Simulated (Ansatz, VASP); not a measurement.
# VCrC6N6 in VASP and in Ansatz

INCAR

```
PREC = Accurate ; ENCUT = 520
EDIFF = 1E-6 ; ISMEAR = 0
SIGMA = 0.1 ; LREAL = F
LASPH = T ; NELM = 150
ALGO = Normal ; ISIF = 2
LWAVE = F ; LCHARG = F
ISPIN = 2 ; MAGMOM = 2 3 0 0 0 0 0 0 0 0 0 0 0 0
LORBIT = 11 ; LMAXMIX = 4
GGA = PE ; NBANDS = 56
```

Contents of KPOINTS:

```
regular mesh
0
Gamma
  4 4 4
```

File POSCAR:

```
VCrC6N6
1.0
    0.0000000000      5.1155000000      5.1155000000
    5.1155000000      0.0000000000      5.1155000000
    5.1155000000      5.1155000000      0.0000000000
V Cr C N
1 1 6 6
Direct
    0.5000000000      0.5000000000      0.5000000000
    0.0000000000      0.0000000000      0.0000000000
    0.8105757000      0.1894243000      0.1894243000
    0.1894243000      0.8105757000      0.1894243000
    0.1894243000      0.1894243000      0.8105757000
    0.1894243000      0.8105757000      0.8105757000
    0.8105757000      0.1894243000      0.8105757000
    0.8105757000      0.8105757000      0.1894243000
    0.6962173800      0.3037826200      0.3037826200
    0.3037826200      0.6962173800      0.3037826200
    0.3037826200      0.3037826200      0.6962173800
    0.3037826200      0.6962173800      0.6962173800
    0.6962173800      0.3037826200      0.6962173800
    0.6962173800      0.6962173800      0.3037826200
```

Input for Ansatz:

```yaml
crystal:
  lattice:
    - [0.0, 5.1155, 5.1155]
    - [5.1155, 0.0, 5.1155]
    - [5.1155, 5.1155, 0.0]
  atoms:
    - { symbol: V, position: [0.5, 0.5, 0.5], spin: 2.0 }
    - { symbol: Cr, position: [0.0, 0.0, 0.0], spin: 3.0 }
    - { symbol: C, position: [0.8105757, 0.1894243, 0.1894243] }
    - { symbol: C, position: [0.1894243, 0.8105757, 0.1894243] }
    - { symbol: C, position: [0.1894243, 0.1894243, 0.8105757] }
    - { symbol: C, position: [0.1894243, 0.8105757, 0.8105757] }
    - { symbol: C, position: [0.8105757, 0.1894243, 0.8105757] }
    - { symbol: C, position: [0.8105757, 0.8105757, 0.1894243] }
    - { symbol: "N", position: [0.69621738, 0.30378262, 0.30378262] }
    - { symbol: "N", position: [0.30378262, 0.69621738, 0.30378262] }
    - { symbol: "N", position: [0.30378262, 0.30378262, 0.69621738] }
    - { symbol: "N", position: [0.30378262, 0.69621738, 0.69621738] }
    - { symbol: "N", position: [0.69621738, 0.30378262, 0.69621738] }
    - { symbol: "N", position: [0.69621738, 0.69621738, 0.30378262] }
basis:
  ecutwfc: 420
kpoints:
  mp_grid: { grid: [4, 4, 4] }
hamiltonian:
  xc: pbe
scf:
  occupations: { method: gaussian, width: 0.1 }
  lower_state_search: "off"
output:
  forces: true
  stress: true
  eigenvalues: true
  populations: true
magnetization:
  spin_polarized: true
```

Alike in both runs: task single point; functional PBE; k mesh 4 × 4 × 4; occupations gaussian, width 0.1 eV; collinear spin.

|  | VASP | Ansatz |
| --- | --- | --- |
| version | VASP 6.6.1 | Ansatz 0.2.0 |
| potentials or method | VASP PAW PBE potentials, release 64 (V_sv, Cr_pv, C, N), cutoff 520 eV | scalar-relativistic, plane waves, PAW |
| valence electrons in the cell | 79 | 81 |

Ansatz gave:

```
gap on the k mesh at the Fermi level (eV)                     : none
pressure (GPa)                                                : 2.4
rms of the force components (eV/Å)                            : 0.329
net moment per atom (μB)                                      : 0.07
size of the moment on the site where the two differ most (μB) : 1.64
```

Q: Estimate VASP's values.

A: gap on the k mesh at the Fermi level (eV): none; pressure (GPa): 2.9; rms of the force components (eV/Å): 0.413; net moment per atom (μB): 0.07; size of the moment on the site where the two differ most (μB): 2.06.

Site moments also hang on the region over which each program counts them. Atom by atom the forces differ by 0.194 eV/Å (rms over components). A gap of «none» marks a metal or a gap that the smearing closes. VASP's potentials hold 79 valence electrons a cell and Ansatz's 81, so a difference there can come from the potentials and not from the codes. Ansatz's warnings: seeded moment not kept.

Noted on VASP's run: the standard files for N, O and F lose accuracy on very short bonds.
